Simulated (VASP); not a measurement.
DyAgH2, 8 atoms in the cell. Symmetry: I4_1/amd, No. 141, tetragonal system. The conventional cell has a = 4.342 Å, b = 4.342 Å, c = 11.083 Å, α = 90.00°, β = 90.00°, γ = 90.00°. Dy (site symmetry -4m2) has 6 H at 2.22 to 2.24 Å within 2.9 Å. Ag (site symmetry -4m2) has 4 H at 2.24 Å and 4 Dy at 3.07 Å within 3.1 Å. Within 2.9 Å of H (site symmetry 2mm) lie 3 Dy at 2.22 to 2.24 Å and 2 Ag at 2.24 Å and 2 H at 2.74 Å. 

| Property | Result |
| --- | --- |
| Program | VASP 6.6.1 |
| Task | relaxation of cell and atoms |
| Functional | PBE |
| Potentials or basis | VASP PAW PBE potentials, release 64 (Dy_3, Ag, H), 4f in core |
| Cutoff | 500 eV |
| k mesh | 10 × 10 × 10 |
| Occupations | gaussian, width 0.1 eV |
| Spin | no spin polarisation |
| Dipole correction | no |
| Further INCAR settings | ALGO = Normal; EDIFF = 1e-07; IBRION = 2; EDIFFG = -0.001; NSW = 80; ISIF = 3 |

Potentials or basis: VASP PAW PBE potentials, release 64 (Dy_3, Ag, H), 4f in core.

Command:

```console
$ cat potpaw_PBE.64/Dy_3/POTCAR potpaw_PBE.64/Ag/POTCAR potpaw_PBE.64/H/POTCAR > POTCAR
$ mpirun -np 1 vasp_std > vasp.out
```

Hardware: 1 thread of Intel(R) Xeon(R) 6975P-C (Granite Rapids), on a shared host.

Problem. How long does it take, and how much memory?

Solution. Wall time 14 min on 1 thread of Intel(R) Xeon(R) 6975P-C (Granite Rapids), with other jobs on the host, peak memory 0.54 GiB. Counts: scf iterations 58, k points 102, ion steps 8.
